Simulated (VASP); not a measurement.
Here is a VASP 6.6.1 calculation.

File INCAR:

```
PREC = Accurate
ENCUT = 600
EDIFF = 1E-6
ISMEAR = 0
SIGMA = 0.1
LREAL = F
LASPH = T
NELM = 80
ALGO = Fast
ISIF = 3
LWAVE = F
LCHARG = F
GGA = PE
IBRION = 2
NSW = 90
EDIFFG = -0.04
```

Contents of KPOINTS:

```
Automatic mesh
0
Gamma
  6 6 6
```

File POSCAR:

```
CoOs2
1.0
    3.3249065385      0.0000000000      0.0000000000
   -1.6624532693      2.8794535276      0.0000000000
    0.0000000000      0.0000000000      3.5900153655
Co Os
1 2
Direct
    0.0000000000      0.0000000000      0.0000000000
    0.3333333333      0.6666666667      0.5000000000
    0.6666666667      0.3333333333      0.5000000000
```

Potentials or basis: VASP PAW PBE potentials, release 64 (Co, Os).

Launch:

```sh
$ cat potpaw_PBE.64/Co/POTCAR potpaw_PBE.64/Os/POTCAR > POTCAR
$ mpirun -np 1 vasp_std > vasp.out
```

(1) What does it give for the band gap on the k mesh?

(2) Predict the relaxed cell.

(3) What does it give for the relaxed volume?

## Answers

(1) zero (an odd number of electrons rules out a gap without spin polarisation).

(2) a = 4.231 Å, b = 4.231 Å, c = 2.679 Å, α = 90.00°, β = 90.00°, γ = 120.00°.

(3) 13.85 Å³/atom.

Caveat: the k points lie up to 0.39 Å⁻¹ apart in the final cell, too coarse for converged energies and pressures of a metal; the volume moved by over 15 % at a fixed basis, so the end points are rough; spin-orbit coupling is left out, which moves the levels of the heavy elements; the run has no spin polarisation, though such a crystal can be magnetic.
